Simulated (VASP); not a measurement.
Crystal: Pt.

```
Pt
1.0
    -1.58422    1.58422    1.58422
     1.58422   -1.58422    1.58422
     1.58422    1.58422   -1.58422
Pt
1
Cartesian
  0.0000 0.0000 0.0000
```

* Program: VASP 6.6.1
* Task: relaxation of cell and atoms
* Functional: PBEsol
* Potentials or basis: VASP PAW PBE potentials, release 64 (Pt)
* Cutoff: 600 eV
* k mesh: 12 × 12 × 12
* Occupations: fermi-dirac, width 0.05 eV
* Spin: no spin polarisation

At the start: pressure -11.5 GPa; volume 15.90 Å³/atom.

Problem. How do energy, volume and symmetry change on relaxing?

Solution. Over 7 steps the energy falls by 27.3 meV/atom and the volume is 15.18 Å³/atom (-4.5 %); space group Im-3m (No. 229, to 0.05 Å).

Step by step:
| step | energy change (eV) | largest force (eV/Å) | pressure (GPa) | volume (Å³) |
| --- | --- | --- | --- | --- |
| 1 | 0.0000 | 0.0000 | -11.48 | 15.90 |
| 2 | 0.2017 | 0.0000 | 47.52 | 13.42 |
| 3 | -0.0272 | 0.0000 | -0.57 | 15.21 |
| 4 | -0.0273 | 0.0000 | -0.11 | 15.19 |
| 5 | -0.0273 | 0.0000 | 0.14 | 15.17 |
| 6 | -0.0273 | 0.0000 | -0.30 | 15.20 |
| 7 | -0.0273 | 0.0000 | -0.01 | 15.18 |

Final structure:
```
Pt
1.0
    -1.55983    1.55983    1.55983
     1.55983   -1.55983    1.55983
     1.55983    1.55983   -1.55983
Pt
1
Direct
  0.00000 0.00000 0.00000
```

Caveat: the PAW data sets were made with another functional, which shifts forces and pressure a little.
